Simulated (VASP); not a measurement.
# InP (P6_3/mmc) in VASP: further runs

The runs below take InP through single point, with PBE, r2SCAN.

Program: VASP 6.6.1. These are calculated values, not measurements. Logs are shortened: lines on timing, memory, paths and dates and some standing lists are left out, and cuts for length are marked.

### Step 1. The cell of the first run

The structure is hexagonal, space group P6_3/mmc (No. 194). The conventional cell has a = 4.393 Å, b = 4.393 Å, c = 5.973 Å, α = 90.00°, β = 90.00°, γ = 120.00°. Within 3.3 Å of In (site symmetry -6m2) lie 5 P at 2.54 to 2.99 Å. P (site symmetry -6m2) has 5 In at 2.54 to 2.99 Å within 3.3 Å.

### Step 2. Single point, PBE

INCAR reads:

```
PREC = Accurate ; ENCUT = 520
EDIFF = 1E-6 ; ISMEAR = -1
SIGMA = 0.02 ; LREAL = F
LASPH = T ; NELM = 60
ALGO = Normal ; ISIF = 2
LWAVE = F ; LCHARG = F
GGA = PE ; NBANDS = 26
```

KPOINTS reads:

```
regular mesh
0
Gamma
  6 6 4
```

POSCAR reads:

```
InP
1.0
    4.3931098464      0.0000000000      0.0000000000
   -2.1965549232      3.8045447286      0.0000000000
    0.0000000000      0.0000000000      5.9734964704
In P
2 2
Direct
    0.3333333333      0.6666666667      0.2500000000
    0.6666666667      0.3333333333      0.7500000000
    0.6666666667      0.3333333333      0.2500000000
    0.3333333333      0.6666666667      0.7500000000
```

Potentials or basis: VASP PAW PBE potentials, release 64 (In_d, P).

Run with:

```
> cat potpaw_PBE.64/In_d/POTCAR potpaw_PBE.64/P/POTCAR > POTCAR
> mpirun -np 1 vasp_std > vasp.out
```

OUTCAR:

```text
PREC = Accurate
   ENCUT = 520
   EDIFF = 1E-6
   ISMEAR = -1
   LREAL = F
   LASPH = T
   NELM = 60
   ISIF = 2
   GGA = PE

 ion  position               nearest neighbor table
   1  0.333  0.667  0.250-   3 2.54   3 2.54   3 2.54   4 2.99   4 2.99   2 3.92   2 3.92   2 3.92
                             2 3.92   2 3.92   2 3.92
   2  0.667  0.333  0.750-   4 2.54   4 2.54   4 2.54   3 2.99   3 2.99   1 3.92   1 3.92   1 3.92
                             1 3.92   1 3.92   1 3.92
   3  0.667  0.333  0.250-   1 2.54   1 2.54   1 2.54   2 2.99   2 2.99
   4  0.333  0.667  0.750-   2 2.54   2 2.54   2 2.54   1 2.99   1 2.99

  LATTYP: Found a hexagonal cell.
 ALAT       =     4.3931098464
 C/A-ratio  =     1.3597421142

  Lattice vectors:

 A1 = (   4.3931098464,   0.0000000000,   0.0000000000)
 A2 = (  -2.1965549232,   3.8045447286,   0.0000000000)
 A3 = (   0.0000000000,   0.0000000000,   5.9734964704)

Analysis of symmetry for initial positions (statically):
=====================================================================
 Subroutine PRICEL returns:
 Original cell was already a primitive cell.

 Routine SETGRP: Setting up the symmetry group for a
 hexagonal supercell.

 Subroutine GETGRP returns: Found 24 space group operations
 (whereof 12 operations were pure point group operations)
 out of a pool of 24 trial point group operations.

The static configuration has the point symmetry D_3d.
 The point group associated with its full space group is D_6h.

Analysis of symmetry for dynamics (positions and initial velocities):
=====================================================================
 Subroutine PRICEL returns:
 Original cell was already a primitive cell.

 Routine SETGRP: Setting up the symmetry group for a
 hexagonal supercell.

 Subroutine GETGRP returns: Found 24 space group operations
 (whereof 12 operations were pure point group operations)
 out of a pool of 24 trial point group operations.

The dynamic configuration has the point symmetry D_3d.
 The point group associated with its full space group is D_6h.

 Subroutine INISYM returns: Found 24 space group operations
 (whereof 12 operations are pure point group operations),
 and found     1 'primitive' translations

----------------------------------------------------------------------------------------

                                     Primitive cell

  volume of cell :      99.8397

  direct lattice vectors                    reciprocal lattice vectors
     4.393109846  0.000000000  0.000000000     0.227629182  0.131421769  0.000000000
    -2.196554923  3.804544729  0.000000000     0.000000000  0.262843539  0.000000000
     0.000000000  0.000000000  5.973496470     0.000000000  0.000000000  0.167406142

  length of vectors
     4.393109846  4.393109846  5.973496470     0.262843539  0.262843539  0.167406142

  position of ions in fractional coordinates (direct lattice)
     0.333333333  0.666666667  0.250000000
     0.666666667  0.333333333  0.750000000
     0.666666667  0.333333333  0.250000000
     0.333333333  0.666666667  0.750000000

  ion indices of the primitive-cell ions
   primitive index   ion index
                 1           1
                 2           2
                 3           3
                 4           4

----------------------------------------------------------------------------------------

 KPOINTS: regular mesh

Automatic generation of k-mesh.
 Grid dimensions read from file:
 generate k-points for:    6    6    4

 Generating k-lattice:

  Cartesian coordinates                     Fractional coordinates (reciprocal lattice)
     0.037938197  0.021903628  0.000000000     0.166666667  0.000000000  0.000000000
     0.000000000  0.043807256  0.000000000     0.000000000  0.166666667  0.000000000
     0.000000000  0.000000000  0.041851536     0.000000000  0.000000000  0.250000000

  Length of vectors
     0.043807256  0.043807256  0.041851536

  Shift w.r.t. Gamma in fractional coordinates (k-lattice)
     0.000000000  0.000000000  0.000000000

 Subroutine IBZKPT returns following result:
 ===========================================

 Found     21 irreducible k-points:

 Following reciprocal coordinates:
            Coordinates               Weight
  0.000000  0.000000  0.000000      1.000000
  0.166667  0.000000  0.000000      6.000000
  0.333333  0.000000  0.000000      6.000000
  0.500000  0.000000  0.000000      3.000000
  0.166667  0.166667  0.000000      6.000000
  0.333333  0.166667  0.000000     12.000000
[... 13 lines left out ...]
  0.333333  0.166667  0.500000     12.000000
  0.333333  0.333333  0.500000      2.000000
   k-points           NKPTS =     21   k-points in BZ     NKDIM =     21   number of bands    NBANDS=     26
   number of dos      NEDOS =    301   number of ions     NIONS =      4
   total plane-waves  NPLWV =  62208
   dimension x,y,z NGX =    36 NGY =   36 NGZ =   48
   dimension x,y,z NGXF=    72 NGYF=   72 NGZF=   96
[... 65 lines left out ...]
 fundamental gap:      0.1236079049
 Fermi energy:         5.5248175381

 k-point     1 :       0.0000    0.0000    0.0000
  band No.  band energies     occupation
      1      -9.1951      2.00000
      2      -9.0317      2.00000
      3      -9.0317      2.00000
      4      -9.0308      2.00000
      5      -9.0308      2.00000
      6      -8.9844      2.00000
[... 18 lines left out ...]
     25      12.2776      0.00000
     26      12.3438      0.00000

 k-point     2 :       0.1667    0.0000    0.0000
  band No.  band energies     occupation
      1      -9.1949      2.00000
      2      -9.0539      2.00000
      3      -9.0200      2.00000
      4      -9.0140      2.00000
      5      -9.0126      2.00000
      6      -8.9722      2.00000
[... 18 lines left out ...]
     25      11.2424      0.00000
     26      12.1612      0.00000

 k-point     3 :       0.3333    0.0000    0.0000
  band No.  band energies     occupation
      1      -9.1967      2.00000
      2      -9.0946      2.00000
      3      -8.9931      2.00000
      4      -8.9791      2.00000
      5      -8.9789      2.00000
      6      -8.9514      2.00000
[... 18 lines left out ...]
     25      11.6941      0.00000
     26      12.3088      0.00000

 k-point     4 :       0.5000    0.0000    0.0000
  band No.  band energies     occupation
      1      -9.1978      2.00000
      2      -9.1148      2.00000
      3      -8.9793      2.00000
      4      -8.9624      2.00000
      5      -8.9597      2.00000
      6      -8.9512      2.00000
[... 18 lines left out ...]
     25      12.6778      0.00000
     26      13.3760      0.00000

 k-point     5 :       0.1667    0.1667    0.0000
  band No.  band energies     occupation
      1      -9.1919      2.00000
      2      -9.0849      2.00000
      3      -9.0038      2.00000
      4      -8.9941      2.00000
      5      -8.9802      2.00000
      6      -8.9577      2.00000
[... 18 lines left out ...]
     25      11.3826      0.00000
     26      12.7178      0.00000

 k-point     6 :       0.3333    0.1667    0.0000
  band No.  band energies     occupation
      1      -9.1830      2.00000
      2      -9.1160      2.00000
      3      -8.9885      2.00000
      4      -8.9716      2.00000
      5      -8.9590      2.00000
      6      -8.9530      2.00000
[... 340 lines left out ...]
 k-point    18 :       0.5000    0.0000    0.5000
  band No.  band energies     occupation
      1      -9.1251      2.00000
      2      -9.1251      2.00000
      3      -8.9861      2.00000
      4      -8.9861      2.00000
      5      -8.9765      2.00000
      6      -8.9765      2.00000
[... 18 lines left out ...]
     25      12.8243      0.00000
     26      12.8243      0.00000

 k-point    19 :       0.1667    0.1667    0.5000
  band No.  band energies     occupation
      1      -9.1086      2.00000
      2      -9.1086      2.00000
      3      -9.0088      2.00000
      4      -9.0088      2.00000
      5      -8.9908      2.00000
      6      -8.9908      2.00000
[... 18 lines left out ...]
     25      11.6632      0.00000
     26      11.6632      0.00000

 k-point    20 :       0.3333    0.1667    0.5000
  band No.  band energies     occupation
      1      -9.1139      2.00000
      2      -9.1139      2.00000
      3      -8.9914      2.00000
      4      -8.9914      2.00000
      5      -8.9797      2.00000
      6      -8.9797      2.00000
[... 18 lines left out ...]
     25      12.4262      0.00000
     26      12.4262      0.00000

 k-point    21 :       0.3333    0.3333    0.5000
  band No.  band energies     occupation
      1      -9.1047      2.00000
      2      -9.1047      2.00000
      3      -8.9927      2.00000
      4      -8.9927      2.00000
      5      -8.9785      2.00000
      6      -8.9785      2.00000
[... 18 lines left out ...]
     25      11.1525      0.00000
     26      11.1525      0.00000

------------------------ aborting loop because EDIFF is reached ----------------------------------------

  FORCE on cell =-STRESS in cart. coord.  units (eV):
  Direction    XX          YY          ZZ          XY          YZ          ZX
  --------------------------------------------------------------------------------------
  -------------------------------------------------------------------------------------
  Total        1.2294854      1.2294854      0.5316270     -0.0000000     -0.0000000      0.0000000
  in kB       19.7301594     19.7301594      8.5312813     -0.0000000     -0.0000000      0.0000000
  external PRESSURE =      15.9972000 kB  Pullay stress =       0.0000000 kB

 VOLUME and BASIS-vectors are now :
 -----------------------------------------------------------------------------
  energy-cutoff  :      520.00
  volume of cell :       99.84
      direct lattice vectors                 reciprocal lattice vectors
     4.393109846  0.000000000  0.000000000     0.227629182  0.131421769  0.000000000
    -2.196554923  3.804544729  0.000000000     0.000000000  0.262843539  0.000000000
     0.000000000  0.000000000  5.973496470     0.000000000  0.000000000  0.167406142

 POSITION                                       TOTAL-FORCE (eV/Angst)
 -----------------------------------------------------------------------------------
     -0.00000      2.53636      1.49337        -0.000000      0.000000      0.000000
      2.19655      1.26818      4.48012         0.000000     -0.000000      0.000000
      2.19655      1.26818      1.49337        -0.000000      0.000000      0.000000
     -0.00000      2.53636      4.48012         0.000000     -0.000000      0.000000
 -----------------------------------------------------------------------------------
    total drift:                                0.000000     -0.000000      0.000000

  FREE ENERGIE OF THE ION-ELECTRON SYSTEM (eV)
  ---------------------------------------------------
  free  energy   TOTEN  =       -15.7946282586 eV

  energy  without entropy=      -15.7929639176  energy(sigma->0) =      -15.79379609
```

Run time: 65 s. Hardware: 1 thread of Intel Xeon Platinum 8259CL at 2.50GHz (Skylake/Cascade Lake), shared host; peak memory 0.25 GiB.

What came out:

```
Free energy            : -15.7946 eV
Pressure               : 1.6 GPa
Band gap on the k mesh : zero (bands 18 and 19 overlap by 0.75 eV)
```

Caveat: semilocal functionals underestimate gaps, so a narrow gap can read as zero; spin-orbit coupling is left out, which moves the levels of the heavy elements.

### Step 3. Single point, PBE

INCAR reads:

```
PREC = Accurate
ENCUT = 520
EDIFF = 1E-7
ISMEAR = 1
SIGMA = 0.05
LREAL = F
LASPH = T
NELM = 80
ALGO = Normal
ISIF = 2
LWAVE = F
LCHARG = T
GGA = PE
LELF = T
LVHAR = T
NBANDS = 26
```

KPOINTS reads:

```
Automatic mesh
0
Gamma
  6 6 4
```

POSCAR is that of step 2.

Potentials or basis: VASP PAW PBE potentials, release 64 (In_d, P).

Run with:

```
> cat potpaw_PBE.64/In_d/POTCAR potpaw_PBE.64/P/POTCAR > POTCAR
> mpirun -np 1 vasp_std > vasp.out
```

Run time: 62 s. Hardware: 1 thread of Intel Xeon Platinum 8259CL at 2.50GHz (Skylake/Cascade Lake), shared host; peak memory 0.25 GiB.

The run converged. Its results:

| Property | Result |
| --- | --- |
| Free energy | -15.7937 eV |
| Pressure | 1.6 GPa |
| Band gap on the k mesh | zero (bands 18 and 19 overlap by 0.75 eV) |

Stress tensor (GPa, compression positive):
```
1.98 0.00 0.00
0.00 1.98 0.00
0.00 0.00 0.86
```

Levels at points of the mesh, in eV from the Fermi level:
```csv
k point,band 16,band 17,band 18,band 19,band 20,band 21
"(0.00, 0.00, 0.00)",-1.58,-0.54,-0.54,0.31,0.42,3.17
"(0.50, 0.00, 0.00)",-3.07,-1.62,-1.51,0.20,2.50,4.52
"(0.00, 0.00, 0.50)",-1.26,-1.26,-1.26,0.57,0.57,3.63
"(0.50, 0.00, 0.50)",-2.43,-0.60,-0.60,1.81,1.81,2.76
```

Caveat: semilocal functionals underestimate gaps, so a narrow gap can read as zero; spin-orbit coupling is left out, which moves the levels of the heavy elements.

### Step 4. Single point, r2SCAN

POSCAR is that of step 3.

INCAR.step1 reads:

```
PREC = Accurate ; ENCUT = 520
ISMEAR = -1 ; SIGMA = 0.02
LREAL = False ; LASPH = True
NELM = 100 ; NBANDS = 26
GGA = PE ; ALGO = Normal
EDIFF = 1E-4 ; LWAVE = True
LCHARG = False
```

INCAR.step2 reads:

```
PREC = Accurate ; ENCUT = 520
EDIFF = 1E-7 ; ISMEAR = -1
SIGMA = 0.02 ; LREAL = False
LASPH = True ; NELM = 100
ALGO = Normal ; ISIF = 2
LWAVE = False ; LCHARG = True
METAGGA = R2SCAN ; LMIXTAU = True
LELF = True ; LVHAR = True
NBANDS = 26 ; ISTART = 1
```

KPOINTS reads:

```
regular mesh
0
Gamma
  6 6 4
```

Run with:

```
> cat potpaw_PBE.64/In_d/POTCAR potpaw_PBE.64/P/POTCAR > POTCAR
> cp INCAR.step1 INCAR
> mpirun -np 1 vasp_std > vasp.out
> cp INCAR.step2 INCAR
> mpirun -np 1 vasp_std > vasp.out
```

Wall time 5.4 min (1 thread of Intel Xeon Platinum 8259CL at 2.50GHz (Skylake/Cascade Lake), shared host); peak memory 0.27 GiB.

Results (log left out):

```yaml
Free_energy: -63.4919 eV
Pressure: -0.1 GPa
Band_gap_on_the_k_mesh: zero (bands 18 and 19 overlap by 0.78 eV)
```

Stress tensor (GPa, compression positive):
```
-0.15  0.00  0.00
 0.00 -0.15  0.00
 0.00  0.00  0.02
```

Levels at points of the mesh, in eV from the Fermi level:
```
           k point  band 14  band 15  band 16  band 17  band 18  band 19  band 20  band 21  band 22  band 23
(0.00, 0.00, 0.00)    -1.98    -1.98    -1.34    -0.58    -0.58     0.31     0.87     3.46     3.46     5.30
(0.50, 0.00, 0.00)    -5.04    -3.28    -3.17    -1.67    -1.58     0.37     2.85     4.80     6.26     7.08
(0.00, 0.00, 0.50)    -2.53    -1.32    -1.32    -1.32    -1.32     0.83     0.83     3.93     3.93     3.93
(0.50, 0.00, 0.50)    -6.30    -2.53    -2.53    -0.61    -0.61     2.04     2.04     3.11     3.11     7.62
```

Caveat: semilocal functionals underestimate gaps, so a narrow gap can read as zero; the PAW data sets were made with another functional, which shifts forces and pressure a little; spin-orbit coupling is left out, which moves the levels of the heavy elements.

### Step 5. Single point, PBE, collinear spin, zero start

INCAR reads:

```
ALGO     = Normal         # electronic algorithm
EDIFF    = 1E-6           # SCF threshold, eV
ENCUT    = 520            # plane-wave cutoff, eV
GGA      = PE             # functional
ISIF     = 2              # what is computed and relaxed
ISMEAR   = -1             # smearing method
ISPIN    = 2              # spin polarisation
LASPH    = T              # aspherical terms in the spheres
LCHARG   = T              # write CHGCAR
LELF     = T              # ELF
LORBIT   = 11             # projections on sites
LREAL    = F              # projectors in reciprocal space
LVHAR    = T            
LWAVE    = F              # write WAVECAR
MAGMOM   = 0 0 0 0        # initial moments
NBANDS   = 30             # bands
NELM     = 150            # most SCF steps
PREC     = Accurate       # precision mode
SIGMA    = 0.02           # smearing width, eV
```

KPOINTS reads:

```
k-points
0
Gamma
  6 6 4
```

POSCAR is that of step 4.

Run with:

```
> cat potpaw_PBE.64/In_d/POTCAR potpaw_PBE.64/P/POTCAR > POTCAR
> mpirun -np 1 vasp_std > vasp.out
```

Run time: 2.5 min. Hardware: 1 thread of Intel Xeon Platinum 8259CL at 2.50GHz (Skylake/Cascade Lake), shared host; peak memory 0.33 GiB.

The run converged. Its results:

* Free energy: -15.7946 eV
* Pressure: 1.6 GPa
* Band gap on the k mesh: zero (filled and empty bands overlap)
* Net moment: 0.00 μB per cell
* Valence electrons inside the program's atomic spheres: In 11.38; P 2.52

Stress tensor (GPa, compression positive):
```
1.98 0.00 0.00
0.00 1.98 0.00
0.00 0.00 0.86
```

Levels at points of the mesh, in eV from the Fermi level:
Spin up:
```
           k point  band 15  band 16  band 17  band 18  band 19  band 20  band 21  band 22
(0.00, 0.00, 0.00)    -1.91    -1.59    -0.56    -0.56     0.30     0.41     3.16     3.16
(0.50, 0.00, 0.00)    -3.16    -3.09    -1.63    -1.52     0.19     2.48     4.51     5.87
(0.00, 0.00, 0.50)    -1.28    -1.28    -1.28    -1.28     0.56     0.56     3.61     3.61
(0.50, 0.00, 0.50)    -2.44    -2.44    -0.61    -0.61     1.79     1.79     2.75     2.75
```
Spin down:
```
           k point  band 14  band 15  band 16  band 17  band 18  band 19  band 20  band 21  band 22  band 23
(0.00, 0.00, 0.00)    -1.91    -1.91    -1.59    -0.56    -0.56     0.30     0.41     3.16     3.16     4.92
(0.50, 0.00, 0.00)    -4.96    -3.16    -3.09    -1.63    -1.52     0.19     2.48     4.51     5.87     6.67
(0.00, 0.00, 0.50)    -2.56    -1.28    -1.28    -1.28    -1.28     0.56     0.56     3.61     3.61     3.61
(0.50, 0.00, 0.50)    -6.16    -2.44    -2.44    -0.61    -0.61     1.79     1.79     2.75     2.75     7.09
```

Caveat: semilocal functionals underestimate gaps, so a narrow gap can read as zero; spin-orbit coupling is left out, which moves the levels of the heavy elements.

### Step 6. The runs side by side

| level | spin | smearing | gap on the mesh (eV) | pressure (GPa) |
| --- | --- | --- | --- | --- |
| PBE | off | fermi-dirac 0.02 eV | none | 1.6 |
| PBE | off | methfessel-paxton 0.05 eV | none | 1.6 |
| r2SCAN | off | fermi-dirac 0.02 eV | none | -0.1 |
| PBE | collinear, zero start | fermi-dirac 0.02 eV | none | 1.6 |

Alike in all rows: task single point; potentials or basis VASP PAW PBE potentials, release 64 (In_d, P); cell as given; k mesh 6 × 6 × 4; cutoff (eV) 520.

The pressure there spans -0.1 GPa (r2SCAN) to 1.6 GPa (PBE); a positive pressure means that this level wants a larger cell, a negative one a smaller.

Caveats: semilocal functionals underestimate gaps, so a narrow gap can read as zero; spin-orbit coupling is left out, which moves the levels of the heavy elements; the PAW data sets were made with another functional, which shifts forces and pressure a little (at least some runs).

Total energies depend on the potentials used, so only differences within one code and one set of settings carry meaning.
